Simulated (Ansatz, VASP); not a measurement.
GaN: VASP beside Ansatz

```
CELL_PARAMETERS angstrom
2.70828 0.00000 0.00000
0.00000 3.05702 0.00000
0.00000 0.00000 7.06329
ATOMIC_POSITIONS crystal
Ga 0.50000 0.50000 0.17805
Ga 0.50000 0.50000 0.82195
Ga 0.00000 0.00000 0.50000
N 0.50000 0.00000 0.32195
N 0.00000 0.50000 0.00000
N 0.50000 0.00000 0.67805
```

Alike in both runs: task relaxation of cell and atoms; functional PBE; k mesh 6 × 6 × 4; occupations gaussian, width 0.1 eV; no spin polarisation.

|  | VASP | Ansatz |
| --- | --- | --- |
| version | VASP 6.6.1 | Ansatz 0.2.0 |
| potentials or method | VASP PAW PBE potentials, release 64 (Ga_d, N), cutoff 600 eV | scalar-relativistic, plane waves, PAW |
| valence electrons in the cell | 54 | 54 |

|  | VASP | Ansatz | Ansatz less VASP |
| --- | --- | --- | --- |
| gap on the k mesh at the Fermi level, each at its own relaxed structure (eV) | none | none | - |
| relaxed volume (Å³/atom) | 12.19 | 12.15 | -0.039 |
| relaxed cell length with the largest relative difference (Å) | 7.603 | 7.589 | -0.0142 |

A gap of «none» marks a metal or a gap that the smearing closes.

The k mesh is coarse, so the values compare programs but aren't converged. Noted on VASP's run: the volume moved by over 15 % at a fixed basis, so the end points are rough.
